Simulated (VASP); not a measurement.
Input of a VASP 6.6.1 run:

File INCAR:

```
SYSTEM = Ti
PREC = Accurate
ENCUT = 520
EDIFF = 1E-6
ISMEAR = -1
SIGMA = 0.08
LREAL = .False.
LASPH = .True.
NELM = 100
ALGO = Normal
ISIF = 2
LWAVE = .False.
LCHARG = .False.
GGA = PS
NBANDS = 19
```

The input KPOINTS:

```
Automatic mesh
0
Gamma
  13 13 7
  0 0 0
```

The input POSCAR:

```
Ti
1.0
    2.9499978604      0.0000000000      0.0000000000
   -1.4749989302      2.5547730882      0.0000000000
    0.0000000000      0.0000000000      4.7328600000
Ti
2
Direct
    0.3333333333      0.6666666667      0.2500000000
    0.6666666667      0.3333333333      0.7500000000
```

Potentials or basis: VASP PAW PBE potentials, release 64 (Ti_sv).

The run is started by

```sh
$ cat potpaw_PBE.64/Ti_sv/POTCAR > POTCAR
$ mpirun -np 1 vasp_std > vasp.out
```

Q: Estimate the pressure.

A: -6.9 GPa.

Q: Estimate the band gap on the k mesh.

A: Zero (band 12 reaches 8.71 eV, above the bottom of band 13 at 7.62 eV).

Stress tensor (GPa, compression positive):
```
-6.43  0.00  0.00
 0.00 -6.43  0.00
 0.00  0.00 -7.94
```

Caveat: the cell differs from its parent crystal (zz strain of +1 %); the PAW data sets were made with another functional, which shifts forces and pressure a little.
